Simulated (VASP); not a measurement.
# ZrSnTe4: relaxation of cell and atoms with PBE

Crystal: ZrSnTe4.

```
Zr Sn Te
1.0
     5.28509    0.00000    0.00000
     0.00000    5.28509    0.00000
     0.00000    0.00000    6.27690
Zr Sn Te
1 1 4
Direct
  0.50000 0.50000 0.00000
  0.00000 0.00000 0.00000
  0.50000 0.00000 0.00000
  0.00000 0.50000 0.00000
  0.50000 0.50000 0.50000
  0.00000 0.00000 0.50000
```

The cell was generated, and may not be a known phase.

```yaml
Program: VASP 6.6.1
Task: relaxation of cell and atoms
Functional: PBE
Potentials_or_basis: VASP PAW PBE potentials, release 64 (Zr_sv, Sn_d, Te)
Cutoff: 600 eV
k_mesh: 4 × 4 × 4
Occupations: gaussian, width 0.1 eV
Spin: no spin polarisation
Dipole_correction: no
Further_INCAR_settings: ALGO = Normal; EDIFF = 1e-07; IBRION = 2; EDIFFG = -0.04; NSW = 90; ISIF = 3
```

```
Relaxed volume                        : 34.10 Å³/atom
Relaxed cell                          : a = 5.999 Å, b = 5.999 Å, c = 5.684 Å, α = 90.00°, β = 90.00°, γ = 90.00°
Space group after relaxing (to 0.1 Å) : P4/mmm (No. 123)
Energy gained by relaxing             : 461.8 meV/atom
Ionic steps                           : 10
Pressure after relaxing               : 0.0 GPa
Band gap on the k mesh                : zero (bands 25 and 26 overlap by 0.64 eV)
```

The path:
```csv
step,energy change (eV),largest force (eV/Å),pressure (GPa),volume (Å³)
1,0.0000,0.0000,14.49,175.33
2,-1.8104,0.0000,-5.73,247.84
3,-2.3560,0.0000,-1.99,215.25
4,-2.6963,0.0000,-0.41,205.34
5,-2.7558,0.0000,0.95,200.21
6,-2.7562,0.0000,0.81,200.65
7,-2.7691,0.0000,0.11,204.47
8,-2.7699,0.0000,0.24,203.72
9,-2.7706,0.0000,-0.12,205.07
10,-2.7709,0.0000,0.01,204.59
```

Final structure:
```
Zr Sn Te
1.0
     5.99934    0.00000    0.00000
     0.00000    5.99934    0.00000
     0.00000    0.00000    5.68425
Zr Sn Te
1 1 4
Direct
  0.50000 0.50000 0.00000
  0.00000 0.00000 0.00000
  0.50000 0.00000 0.00000
  0.00000 0.50000 0.00000
  0.50000 0.50000 0.50000
  0.00000 0.00000 0.50000
```

Levels at points of the mesh, in eV from the Fermi level:
| k point | band 21 | band 22 | band 23 | band 24 | band 25 | band 26 | band 27 | band 28 | band 29 | band 30 |
| --- | --- | --- | --- | --- | --- | --- | --- | --- | --- | --- |
| (0.00, 0.00, 0.00) | -0.97 | -0.88 | -0.88 | -0.09 | 0.06 | 0.16 | 0.16 | 0.42 | 0.42 | 1.16 |
| (0.50, 0.00, 0.00) | -1.29 | -1.17 | -0.60 | -0.37 | -0.34 | 0.09 | 0.20 | 1.01 | 1.14 | 1.57 |
| (0.50, 0.50, 0.00) | -1.98 | -1.91 | -1.14 | -0.51 | -0.27 | -0.27 | 1.51 | 1.89 | 1.89 | 2.03 |
| (0.00, 0.00, 0.50) | -1.76 | -1.75 | -1.32 | -0.46 | -0.46 | -0.05 | 1.01 | 1.17 | 1.85 | 2.12 |
| (0.50, 0.00, 0.50) | -1.93 | -1.02 | -0.99 | 0.03 | 0.37 | 0.89 | 0.98 | 1.61 | 1.84 | 2.07 |
| (0.50, 0.50, 0.50) | -1.11 | -0.27 | -0.27 | 0.37 | 0.37 | 0.90 | 0.90 | 1.11 | 1.82 | 2.38 |

It took 26 min on 1 thread of Intel Xeon 8259CL (shared host), peak memory 0.36 GiB.

Caveat: the volume moved by over 15 % at a fixed basis, so the end points are rough; spin-orbit coupling is left out, which moves the levels of the heavy elements.
